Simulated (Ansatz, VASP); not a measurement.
# One calculation of FeO, two programs

```
CELL_PARAMETERS angstrom
0.00000 2.15540 2.15540
2.15540 0.00000 2.15540
2.15540 2.15540 0.00000
ATOMIC_POSITIONS crystal
Fe 0.00000 0.00000 0.00000
O 0.50000 0.50000 0.50000
```

Alike in both runs: task single point; functional PBE; k mesh 9 × 9 × 9; occupations fermi-dirac, width 0.05 eV; collinear spin; fixed moment 0.8 μB.

```csv
,VASP,Ansatz
version,VASP 6.6.1,Ansatz 0.2.0
potentials or method,"VASP PAW PBE potentials, release 64 (Fe_sv, O)",Ansatz PAW
plane-wave cutoff (eV),700,420
valence electrons in the cell,22,22
```

VASP gave:

| Item | Value |
| --- | --- |
| pressure (GPa) | -23.8 |
| net moment per atom (μB) | 0.40 |
| size of the moment on the site where the two differ most (μB) | 0.75 |

Problem. Which values does Ansatz return?

Solution. Pressure (GPa): -22.9; net moment per atom (μB): 0.40; size of the moment on the site where the two differ most (μB): 0.75.

Site moments also hang on the region over which each program counts them.
